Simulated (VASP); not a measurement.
A run of VASP 6.6.1:

File INCAR:

```
SYSTEM = ScAlN2
  PREC = Accurate
  ENCUT = 600
  EDIFF = 1E-6
  ISMEAR = 0
  SIGMA = 0.15
  LREAL = .False.
  LASPH = .True.
  NELM = 120
  ALGO = Normal
  ISIF = 2
  LWAVE = .False.
  LCHARG = .False.
  GGA = PE
  NBANDS = 20
  GGA_COMPAT = .False.
```

Contents of KPOINTS:

```
regular mesh
0
Gamma
  5 5 5
  0 0 0
```

POSCAR

```
ScAlN2
1.0
    1.5277749513      0.8820612794      4.9402850092
   -1.5277749513      0.8820612794      4.9402850092
    0.0000000000     -1.7641225588      4.9402850092
Sc Al N
1 1 2
Direct
    0.5000000000      0.5000000000      0.5000000000
    0.0000000000      0.0000000000      0.0000000000
    0.2564587385      0.2564587385      0.2564587385
    0.7435412615      0.7435412615      0.7435412615
```

Potentials or basis: VASP PAW PBE potentials, release 64 (Sc_sv, Al, N).

Launch:

```console
$ cat potpaw_PBE.64/Sc_sv/POTCAR potpaw_PBE.64/Al/POTCAR potpaw_PBE.64/N/POTCAR > POTCAR
$ mpirun -np 1 vasp_std > vasp.out
```

Hardware: 1 thread of Intel Xeon 8259CL, with other jobs on the host.

**Question.** How long does it take, and how much memory?

**Answer.** Run time: 92 s on 1 thread of Intel Xeon 8259CL (shared host), peak memory 0.26 GiB. Counts: scf iterations 14, k points 19.
